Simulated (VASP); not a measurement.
# MnO2 (P-3m1) in VASP: a series of runs, part 2 of 2

VASP 6.6.1. Earlier steps stand in the parts before.

## 3. Single point, LDA, collinear spin, ferromagnetic start

This run uses another cell than the first one, of 10.19 Å³/atom.

Contents of INCAR:

```
ALGO = Normal ; EDIFF = 1E-7
ENCUT = 520 ; ISIF = 2
ISMEAR = -1 ; ISPIN = 2
LASPH = T ; LCHARG = F
LMAXMIX = 4 ; LORBIT = 11
LREAL = F ; LWAVE = F
MAGMOM = 4 0 0 ; NBANDS = 24
NELM = 150 ; PREC = Accurate
SIGMA = 0.05
```

Contents of KPOINTS:

```
k-points
0
Gamma
  11 11 6
```

Contents of POSCAR:

```
MnO2
1.0
    2.7982643040      0.0000000000      0.0000000000
   -1.3991321520      2.4233679738      0.0000000000
    0.0000000000      0.0000000000      4.5074421091
Mn O
1 2
Direct
    0.0000000000      0.0000000000      0.5000000000
    0.3333333333      0.6666666667      0.7062925700
    0.6666666667      0.3333333333      0.2937074300
```

Potentials or basis: VASP PAW LDA potentials, release 64 (Mn_pv, O).

Run with:

```sh
> cat potpaw_LDA.64/Mn_pv/POTCAR potpaw_LDA.64/O/POTCAR > POTCAR
> mpirun -np 1 vasp_std > vasp.out
```

OUTCAR:

```text
EDIFF = 1E-7
   ENCUT = 520
   ISIF = 2
   ISMEAR = -1
   ISPIN = 2
   LASPH = T
   LORBIT = 11
   LREAL = F
   NELM = 150
   PREC = Accurate

 ion  position               nearest neighbor table
   1  0.000  0.000  0.500-   2 1.86   3 1.86   3 1.86   2 1.86   3 1.86   2 1.86
   2  0.333  0.667  0.706-   1 1.86   1 1.86   1 1.86
   3  0.667  0.333  0.294-   1 1.86   1 1.86   1 1.86

  LATTYP: Found a hexagonal cell.
 ALAT       =     2.7982643040
 C/A-ratio  =     1.6107992739

  Lattice vectors:

 A1 = (   2.7982643040,   0.0000000000,   0.0000000000)
 A2 = (  -1.3991321520,   2.4233679738,   0.0000000000)
 A3 = (   0.0000000000,   0.0000000000,   4.5074421091)

Analysis of symmetry for initial positions (statically):
=====================================================================
 Subroutine PRICEL returns:
 Original cell was already a primitive cell.

 Routine SETGRP: Setting up the symmetry group for a
 hexagonal supercell.

 Subroutine GETGRP returns: Found 12 space group operations
 (whereof 12 operations were pure point group operations)
 out of a pool of 24 trial point group operations.

The static configuration has the point symmetry D_3d.

Analysis of symmetry for dynamics (positions and initial velocities):
=====================================================================
 Subroutine PRICEL returns:
 Original cell was already a primitive cell.

 Routine SETGRP: Setting up the symmetry group for a
 hexagonal supercell.

 Subroutine GETGRP returns: Found 12 space group operations
 (whereof 12 operations were pure point group operations)
 out of a pool of 24 trial point group operations.

The dynamic configuration has the point symmetry D_3d.

Analysis of structural, dynamic, and magnetic symmetry:
=====================================================================
 Subroutine PRICEL returns:
 Original cell was already a primitive cell.

 Routine SETGRP: Setting up the symmetry group for a
 hexagonal supercell.

 Subroutine GETGRP returns: Found 12 space group operations
 (whereof 12 operations were pure point group operations)
 out of a pool of 24 trial point group operations.

The overall configuration has the point symmetry D_3d.

 Subroutine INISYM returns: Found 12 space group operations
 (whereof 12 operations are pure point group operations),
 and found     1 'primitive' translations

----------------------------------------------------------------------------------------

                                     Primitive cell

  volume of cell :      30.5660

  direct lattice vectors                    reciprocal lattice vectors
     2.798264304  0.000000000  0.000000000     0.357364384  0.206324423  0.000000000
    -1.399132152  2.423367974  0.000000000     0.000000000  0.412648847  0.000000000
     0.000000000  0.000000000  4.507442109     0.000000000  0.000000000  0.221855317

  length of vectors
     2.798264304  2.798264304  4.507442109     0.412648847  0.412648847  0.221855317

  position of ions in fractional coordinates (direct lattice)
     0.000000000  0.000000000  0.500000000
     0.333333333  0.666666667  0.706292570
     0.666666667  0.333333333  0.293707430

  ion indices of the primitive-cell ions
[... 65 lines left out ...]
   NGXF,Y,Z  is equivalent  to a cutoff of  28.52, 28.52, 26.56 a.u.
 SYSTEM =  unknown system
   PREC   = accura    normal or accurate (medium, high low for compatibility)
   ISTART =      0    job   : 0-new  1-cont  2-samecut
   ICHARG =      2    charge: 1-file 2-atom 10-const
   ISPIN  =      2    spin polarized calculation?
   LNONCOLLINEAR =      F non collinear calculations
   LSORBIT =      F    spin-orbit coupling
   LASPH  =      T    aspherical Exc in radial PAW
   ENCUT  =  520.0 eV  38.22 Ry    6.18 a.u.   5.20  5.20  8.38*2*pi/ulx,y,z
   NELM   =    150;   NELMIN=  2; NELMDL= -5     # of ELM steps
   EDIFF  = 0.1E-06   stopping-criterion for ELM
   LREAL  =      F    real-space projection
   EDIFFG = 0.1E-05   stopping-criterion for IOM
   NSW    =      0    number of steps for IOM
   IBRION =     -1    ionic relax: 0-MD 1-quasi-New 2-CG
   NFREE  =      0    steps in history (QN), initial steepest desc. (CG)
   ISIF   =      2    stress and relaxation
   ISYM   =      2    0-nonsym 1-usesym 2-fastsym
   POTIM  = 0.5000    time-step for ionic-motion
   TEBEG  =    0.0;   TEEND  =   0.0 temperature during run
   PSTRESS=    0.0 pullay stress
   NELECT =      25.0000    total number of electrons
   NUPDOWN=      -1.0000    fix difference up-down
   EMIN   =  10.00;   EMAX   =-10.00  energy-range for DOS
   EFERMI =   0.00;   METHOD = LEGACY
   ISMEAR =    -1;   SIGMA  =   0.05  broadening in eV -4-tet -1-fermi 0-gaus
   EFERMI_NEDOS =   21; number of points for ismear=-14 and -15
   IALGO  =     38    algorithm
   IMIX   =      4    mixing-type and parameters
     AMIX     =   0.40;   BMIX     =  1.00
     AMIX_MAG =   1.60;   BMIX_MAG =  1.00
  volume/ion in A,a.u.               =      10.19        68.76
  Fermi-wavevector in a.u.,A,eV,Ry     =   1.531001  2.893172 31.891559  2.343963
  Thomas-Fermi vector in A             =   2.638406
   LORBIT       =     11    0 simple, 1 ext, 2 COOP (PROOUT), +10 PAW based schemes
   GGA     = CA    functional components
   LHFCALC =     F    Hartree Fock is set to
   AEXX    =    0.0000 exact exchange contribution
   IVDW    =     0    specifies the selected vdW correction
   LEPSILON=     F    determine dielectric tensor
   LRPA    =     F    only Hartree local field effects (RPA)
 spin polarized calculation
  energy-cutoff  :      520.00
  volume of cell :       30.57
 maximum number of plane-waves:       835
 NGX is ok and might be reduce to    24
   NGX = 11   NGY = 11   NGZ = 17

 number of electron      25.0000014 magnetization       2.9856940

 Free energy of the ion-electron system (eV)
  ---------------------------------------------------
  ext. energy  EPLUGINS =         0.00000000
  ---------------------------------------------------
  free energy    TOTEN  =       -26.13346363 eV

  energy without entropy =      -26.13158445  energy(sigma->0) =      -26.13252404

 E-fermi :   4.0578     XC(G=0): -11.7722

 val. band max:        4.0072231022   @ k =   0.0909   0.0000   0.5000
 cond. band min:       4.0755214468   @ k =   0.0000   0.0000   0.5000
 fundamental gap:      0.0682983446
 Fermi energy:         4.0578493310

 spin component 1

 k-point     1 :       0.0000    0.0000    0.0000
  band No.  band energies     occupation
      1     -46.0882      1.00000
      2     -46.0882      1.00000
      3     -46.0518      1.00000
      4     -16.2749      1.00000
      5     -13.5844      1.00000
      6      -3.0936      1.00000
[... 637 lines left out ...]
     23      25.1969      0.00000
     24      27.1414      0.00000

 [... further k-points ...]

 spin component 2

 k-point     1 :       0.0000    0.0000    0.0000
  band No.  band energies     occupation
      1     -43.3688      1.00000
      2     -43.3688      1.00000
      3     -43.2270      1.00000
      4     -16.0224      1.00000
      5     -13.3631      1.00000
      6      -2.3459      1.00000
[... 637 lines left out ...]
     23      25.7633      0.00000
     24      27.3815      0.00000

 [... further k-points ...]
[... 5 lines left out ...]
  --------------------------------------------------------------------------------------
  -------------------------------------------------------------------------------------
  Total        1.2442710      1.2442710      0.7331360     -0.0000000      0.0000000     -0.0000000
  in kB       65.2209772     65.2209772     38.4288067     -0.0000000      0.0000000     -0.0000000
  external PRESSURE =      56.2902537 kB  Pullay stress =       0.0000000 kB

 VOLUME and BASIS-vectors are now :
 -----------------------------------------------------------------------------
  energy-cutoff  :      520.00
  volume of cell :       30.57
      direct lattice vectors                 reciprocal lattice vectors
     2.798264304  0.000000000  0.000000000     0.357364384  0.206324423  0.000000000
    -1.399132152  2.423367974  0.000000000     0.000000000  0.412648847  0.000000000
     0.000000000  0.000000000  4.507442109     0.000000000  0.000000000  0.221855317

 POSITION                                       TOTAL-FORCE (eV/Angst)
 -----------------------------------------------------------------------------------
      0.00000      0.00000      2.25372         0.000000      0.000000      0.000000
     -0.00000      1.61558      3.18357        -0.000000      0.000000      0.503651
      1.39913      0.80779      1.32387         0.000000      0.000000     -0.503651
 -----------------------------------------------------------------------------------
    total drift:                               -0.000000      0.000000      0.000000

  FREE ENERGIE OF THE ION-ELECTRON SYSTEM (eV)
  ---------------------------------------------------
  free  energy   TOTEN  =       -26.1334636307 eV

  energy  without entropy=      -26.1315844487  energy(sigma->0) =      -26.13252404

 total charge

# of ion       s       p       d       tot
------------------------------------------
    1        0.383   6.528   5.033  11.944
    2        1.571   3.427   0.000   4.998
    3        1.571   3.427   0.000   4.998
--------------------------------------------------
tot          3.525  13.382   5.033  21.940

 magnetization (x)

# of ion       s       p       d       tot
------------------------------------------
    1        0.030   0.038   2.653   2.721
    2        0.004   0.081   0.000   0.085
    3        0.004   0.081   0.000   0.085
--------------------------------------------------
tot          0.038   0.201   2.653   2.891
```

stdout:

```text
POSCAR found type information on POSCAR MnO
 POSCAR found :  2 types and       3 ions
 scaLAPACK will be used
 LDA part: xc-table for (Slater(with rela. corr.)+CA(PZ))
 , standard interpolation
 POSCAR, INCAR and KPOINTS ok, starting setup
 FFT: planning ... GRIDC
 FFT: planning ... GRID_SOFT
 FFT: planning ... GRID
 WAVECAR not read
 entering main loop
```

It took 67 s on 1 thread of Intel Xeon 6975P-C (Granite Rapids), shared host; peak memory 0.2 GiB.

Results:

| Quantity | Value |
| --- | --- |
| Free energy | -26.1335 eV |
| Pressure | 5.6 GPa |
| Largest force | 0.504 eV/Å |
| Band gap on the k mesh | 0.07 eV (least direct gap 0.09 eV) |
| Net moment | 2.99 μB per cell |
| Site moments | Mn +2.72; O +0.09 μB |
| Valence electrons inside the program's atomic spheres | Mn 11.94; O 5.00 |

Forces on the atoms (eV/Å):
```
Mn   0.000  0.000  0.000
O    0.000  0.000  0.504
O    0.000  0.000 -0.504
```

Caveat: the cell stands under pressure; an odd mesh through Γ misses points on the zone boundary, where band edges can lie; a cell with one magnetic atom can't hold antiferromagnetic order, which such compounds often take.

## 4. Single point, LDA, collinear spin, ferromagnetic start

This run uses another cell than the first one, of 10.41 Å³/atom.

Contents of INCAR:

```
  PREC = Accurate
  ENCUT = 520
  EDIFF = 1E-6
  ISMEAR = -1
  SIGMA = 0.05
  LREAL = False
  LASPH = True
  NELM = 150
  ALGO = Normal
  ISIF = 2
  LWAVE = False
  LCHARG = True
  ISPIN = 2
  MAGMOM = 4 0 0
  LORBIT = 11
  LMAXMIX = 4
  GGA = CA
  LELF = True
  LVHAR = True
  NBANDS = 24
```

Contents of KPOINTS:

```
regular mesh
0
Gamma
  11 11 6
```

Contents of POSCAR:

```
MnO2
1.0
    2.8179710399      0.0000000000      0.0000000000
   -1.4089855200      2.4404345078      0.0000000000
    0.0000000000      0.0000000000      4.5391857050
Mn O
1 2
Direct
    0.0000000000      0.0000000000      0.5000000000
    0.3333333333      0.6666666667      0.7062925700
    0.6666666667      0.3333333333      0.2937074300
```

Potentials or basis: VASP PAW LDA potentials, release 64 (Mn_pv, O).

Run with:

```sh
> cat potpaw_LDA.64/Mn_pv/POTCAR potpaw_LDA.64/O/POTCAR > POTCAR
> mpirun -np 1 vasp_std > vasp.out
```

OUTCAR:

```text
PREC = Accurate
   ENCUT = 520
   EDIFF = 1E-6
   ISMEAR = -1
   LREAL = False
   LASPH = True
   NELM = 150
   ISIF = 2
   ISPIN = 2
   LORBIT = 11
   GGA = CA

 ion  position               nearest neighbor table
   1  0.000  0.000  0.500-   2 1.88   3 1.88   3 1.88   2 1.88   3 1.88   2 1.88
   2  0.333  0.667  0.706-   1 1.88   1 1.88   1 1.88
   3  0.667  0.333  0.294-   1 1.88   1 1.88   1 1.88

  LATTYP: Found a hexagonal cell.
 ALAT       =     2.8179710399
 C/A-ratio  =     1.6107992739

  Lattice vectors:

 A1 = (   2.8179710399,   0.0000000000,   0.0000000000)
 A2 = (  -1.4089855200,   2.4404345078,   0.0000000000)
[... 1515 lines left out ...]
  energy-cutoff  :      520.00
  volume of cell :       31.22
      direct lattice vectors                 reciprocal lattice vectors
     2.817971040  0.000000000  0.000000000     0.354865251  0.204881548  0.000000000
    -1.408985520  2.440434508  0.000000000     0.000000000  0.409763096  0.000000000
     0.000000000  0.000000000  4.539185705     0.000000000  0.000000000  0.220303831

 POSITION                                       TOTAL-FORCE (eV/Angst)
 -----------------------------------------------------------------------------------
      0.00000      0.00000      2.26959        -0.000000      0.000000      0.000000
     -0.00000      1.62696      3.20599         0.000000     -0.000000      0.158159
      1.40899      0.81348      1.33319        -0.000000      0.000000     -0.158159
 -----------------------------------------------------------------------------------
    total drift:                               -0.000000      0.000000      0.000000

  FREE ENERGIE OF THE ION-ELECTRON SYSTEM (eV)
  ---------------------------------------------------
  free  energy   TOTEN  =       -26.1470286982 eV

  energy  without entropy=      -26.1457734507  energy(sigma->0) =      -26.14640107

 total charge

# of ion       s       p       d       tot
------------------------------------------
    1        0.374   6.508   5.005  11.886
    2        1.571   3.414   0.000   4.985
    3        1.571   3.414   0.000   4.985
--------------------------------------------------
tot          3.516  13.336   5.005  21.856

 magnetization (x)

# of ion       s       p       d       tot
------------------------------------------
    1        0.030   0.037   2.676   2.743
    2        0.004   0.073   0.000   0.077
    3        0.004   0.073   0.000   0.077
--------------------------------------------------
tot          0.038   0.184   2.676   2.898
```

OSZICAR:

```text
N       E                     dE             d eps       ncg     rms          rms(c)
DAV:   1     0.243088991062E+03    0.24309E+03   -0.14098E+04  8112   0.121E+03
DAV:   2    -0.192948120869E+02   -0.26238E+03   -0.24637E+03  8832   0.364E+02
DAV:   3    -0.333432845246E+02   -0.14048E+02   -0.13974E+02  9360   0.910E+01
DAV:   4    -0.334656256886E+02   -0.12234E+00   -0.12233E+00  8872   0.890E+00
DAV:   5    -0.334669323489E+02   -0.13067E-02   -0.13067E-02  9680   0.887E-01    0.334E+01
DAV:   6    -0.326297071220E+02    0.83723E+00   -0.85150E+01  9744   0.761E+01    0.391E+01
DAV:   7    -0.274063423032E+02    0.52234E+01   -0.10296E+02  9376   0.785E+01    0.157E+01
DAV:   8    -0.263576754235E+02    0.10487E+01   -0.27308E+00  9160   0.155E+01    0.631E+00
DAV:   9    -0.261475075421E+02    0.21017E+00   -0.89928E-01 11504   0.903E+00    0.213E+00
DAV:  10    -0.261507371571E+02   -0.32296E-02   -0.83368E-02  8728   0.189E+00    0.113E+00
DAV:  11    -0.261470836151E+02    0.36535E-02   -0.63090E-03  8920   0.617E-01    0.402E-01
DAV:  12    -0.261471335724E+02   -0.49957E-04   -0.45191E-04  9144   0.198E-01    0.140E-01
DAV:  13    -0.261470352119E+02    0.98360E-04   -0.30953E-04  9640   0.201E-01    0.434E-02
DAV:  14    -0.261470286429E+02    0.65690E-05   -0.89733E-05  9640   0.900E-02    0.210E-02
DAV:  15    -0.261470286982E+02   -0.55285E-07   -0.60147E-06  7840   0.239E-02
   1 F= -.26147029E+02 E0= -.26146401E+02  d E =-.125525E-02  mag=     2.9924
```

Wall time 58 s (1 thread of Intel Xeon 6975P-C (Granite Rapids), shared host); peak memory 0.21 GiB.

Results:

| Item | Value |
| --- | --- |
| Free energy | -26.1470 eV |
| Pressure | 0.4 GPa |
| Largest force | 0.158 eV/Å |
| Band gap on the k mesh | 0.15 eV (least direct gap 0.18 eV) |
| Net moment | 2.99 μB per cell |
| Site moments | Mn +2.74; O +0.08 μB |
| Valence electrons inside the program's atomic spheres | Mn 11.89; O 4.99 |

Forces in eV/Å, atoms in the order of the input:
```
Mn   0.000  0.000  0.000
O    0.000  0.000  0.158
O    0.000  0.000 -0.158
```

Caveat: an odd mesh through Γ misses points on the zone boundary, where band edges can lie; a cell with one magnetic atom can't hold antiferromagnetic order, which such compounds often take.

## 5. The runs side by side

```csv
level,potentials or basis,cell,cutoff (eV),smearing,gap on the mesh (eV),pressure (GPa),moment (μB),largest force (eV/Å)
BLYP+D3(BJ),"VASP PAW PBE potentials, release 64 (Mn_sv, O)","a = 2.857, b = 2.857, c = 4.601 Å, angles 90.0, 90.0, 120.0°, 3 atoms",600,gaussian 0.1 eV,0.70,5.4,3.00,0.50
LDA,"VASP PAW LDA potentials, release 64 (Mn_pv, O)","a = 2.798, b = 2.798, c = 4.507 Å, angles 90.0, 90.0, 120.0°, 3 atoms",520,fermi-dirac 0.05 eV,0.07,5.6,2.99,0.50
LDA,"VASP PAW LDA potentials, release 64 (Mn_pv, O)","a = 2.818, b = 2.818, c = 4.539 Å, angles 90.0, 90.0, 120.0°, 3 atoms",520,fermi-dirac 0.05 eV,0.15,0.4,2.99,0.16
```

Alike in all rows: task single point; spin collinear, ferromagnetic start; k mesh 11 × 11 × 6.

Caveats: an odd mesh through Γ misses points on the zone boundary, where band edges can lie; a cell with one magnetic atom can't hold antiferromagnetic order, which such compounds often take; the cell stands under pressure (at least some runs); the PAW data sets were made with another functional, which shifts forces and pressure a little (at least some runs).

Absolute energies hang on the potentials; compare differences alone.
